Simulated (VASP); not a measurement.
Wanted: the native input for a VASP 6.6.1 run.

| Quantity | Value |
| --- | --- |
| Task | single point |
| Functional | LDA |
| Potentials or basis | VASP PAW LDA potentials, release 64 (Cs_sv, Sr_sv, F) |
| Cutoff | 520 eV |
| k mesh | 6 × 6 × 6 |
| Occupations | gaussian, width 0.05 eV |
| Spin | no spin polarisation |
| Dipole correction | no |
| Further INCAR settings | ALGO = Normal; EDIFF = 1e-06; NBANDS = 28 |

The structure of CsSrF3 lies in POSCAR:

```
CsSrF3
1.0
    5.0407888763      1.2601972191      1.2601972191
    1.2601972191      5.0407888763      1.2601972191
    1.2601972191      1.2601972191      5.0407888763
Cs Sr F
1 1 3
Direct
    0.0000000000      0.0000000000      0.0000000000
    0.5000000000      0.5000000000      0.5000000000
    0.0000000000      0.5000000000      0.5000000000
    0.5000000000      0.0000000000      0.5000000000
    0.5000000000      0.5000000000      0.0000000000
```

This cell differs from its parent crystal: ratio of the length along [111] to the lengths across it x 2.0, volume and fractional coordinates fixed.

These files were run (other wordings do the same):

INCAR

```
PREC     = Accurate       # precision mode
ENCUT    = 520            # plane-wave cutoff, eV
EDIFF    = 1E-6           # SCF threshold, eV
ISMEAR   = 0              # smearing method
SIGMA    = 0.05           # smearing width, eV
LREAL    = False          # projectors in reciprocal space
LASPH    = True           # aspherical terms in the spheres
NELM     = 80             # most SCF steps
ALGO     = Normal         # electronic algorithm
ISIF     = 2              # what is computed and relaxed
LWAVE    = False          # write WAVECAR
LCHARG   = True           # write CHGCAR
LELF     = True           # ELF
LVHAR    = True         
NBANDS   = 28             # bands
```

KPOINTS

```
Automatic mesh
0
Gamma
  6 6 6
```

Potentials or basis: VASP PAW LDA potentials, release 64 (Cs_sv, Sr_sv, F).

Command:

```console
$ cat potpaw_LDA.64/Cs_sv/POTCAR potpaw_LDA.64/Sr_sv/POTCAR potpaw_LDA.64/F/POTCAR > POTCAR
$ mpirun -np 1 vasp_std > vasp.out
```

It gave:

```json
{"Pressure": "-1.2 GPa", "Band gap on the k mesh": "1.78 eV, direct"}
```

Caveat: spin-orbit coupling is left out, which moves the levels of the heavy elements.

It took 84 s on 1 thread of Intel(R) Xeon(R) 6975P-C (Granite Rapids), on a shared host, peak memory 0.25 GiB.
